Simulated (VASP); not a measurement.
# SiC: single point with r2SCAN

The system is SiC.

```
CELL_PARAMETERS angstrom
2.15711 2.15711 0.00000
-2.15711 2.15711 0.00000
0.00000 2.15711 2.15711
ATOMIC_POSITIONS crystal
Si 0.00000 0.00000 0.00000
C 0.75000 0.25000 0.50000
```

- Program: VASP 6.6.1
- Task: single point
- Functional: r2SCAN
- Potentials or basis: VASP PAW PBE potentials, release 64 (Si, C)
- Cutoff: 520 eV
- k mesh: 10 × 10 × 10
- Occupations: gaussian, width 0.01 eV
- Spin: no spin polarisation
- Dipole correction: no
- Further INCAR settings: ALGO = Normal; EDIFF = 1e-06; NBANDS = 11

```
Pressure               : 6.8 GPa
Band gap on the k mesh : 1.71 eV (least direct gap 5.10 eV)
```

Levels at points of the mesh, in eV from the valence-band top:
```tsv
k point	band 1	band 2	band 3	band 4	band 5	band 6	band 7	band 8
(0.00, 0.00, 0.00)	-16.42	0.00	0.00	0.00	7.22	8.08	8.08	8.08
(0.50, 0.00, 0.00)	-12.68	-8.99	-1.11	-1.11	6.29	7.89	7.89	11.14
(0.50, 0.50, 0.00)	-11.19	-8.15	-3.39	-3.39	1.71	4.94	15.51	15.51
```

It took 61 s on 1 thread of Intel Xeon 8259CL (shared host), peak memory 0.14 GiB.

Caveat: the cell stands under pressure; the PAW data sets were made with another functional, which shifts forces and pressure a little. A k mesh can miss the band edges.
